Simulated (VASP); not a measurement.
Write the native input for VASP 6.6.1 that does the following.

- Task: electric field gradients
- Functional: LDA
- Potentials or basis: VASP PAW LDA potentials, release 64 (Hf_pv, O)
- Cutoff: 520 eV
- k mesh: 8 × 8 × 8
- Occupations: fermi-dirac, width 0.01 eV
- Spin: no spin polarisation
- Dipole correction: no
- Further INCAR settings: ALGO = Normal; EDIFF = 1e-08; NBANDS = 18

The structure of HfO2 lies in POSCAR:

```
HfO2
1.0
    0.0511500000      2.5830750000      2.5830750000
    2.5830750000      0.0511500000      2.5830750000
    2.5830750000      2.5830750000      0.0511500000
Hf O
1 2
Direct
    0.0000000000      0.0000000000      0.0000000000
    0.2500000000      0.2500000000      0.2500000000
    0.7500000000      0.7500000000      0.7500000000
```

This cell differs from its parent crystal: equal xy, yz and zx shear strains of +2 %.

The input as run:

INCAR

```
SYSTEM = HfO2
ALGO = Normal ; EDIFF = 1E-8
ENCUT = 520 ; GGA = CA
ISIF = 2 ; ISMEAR = -1
LASPH = .True. ; LCHARG = .False.
LEFG = .True. ; LREAL = .False.
LWAVE = .False. ; NBANDS = 18
NELM = 100 ; PREC = Accurate
SIGMA = 0.01
```

KPOINTS

```
k-points
0
Gamma
  8 8 8
  0 0 0
```

Potentials or basis: VASP PAW LDA potentials, release 64 (Hf_pv, O).

Command:

```console
$ cat potpaw_LDA.64/Hf_pv/POTCAR potpaw_LDA.64/O/POTCAR > POTCAR
$ mpirun -np 1 vasp_std > vasp.out
```

Results of the run:

```
Pressure               : -19.0 GPa
Largest force          : 0.130 eV/Å
Band gap on the k mesh : 3.53 eV, direct
```

Caveat: the cell differs from its parent crystal (equal xy, yz and zx shear strains of +2 %); without QUAD_EFG the Cq values of the log hold for a quadrupole moment of 1 mb, not for the nuclei; spin-orbit coupling is left out, which moves the levels of the heavy elements.

Wall time 33 s on 1 thread of Intel Xeon 6975P-C (shared host), peak memory 0.17 GiB.
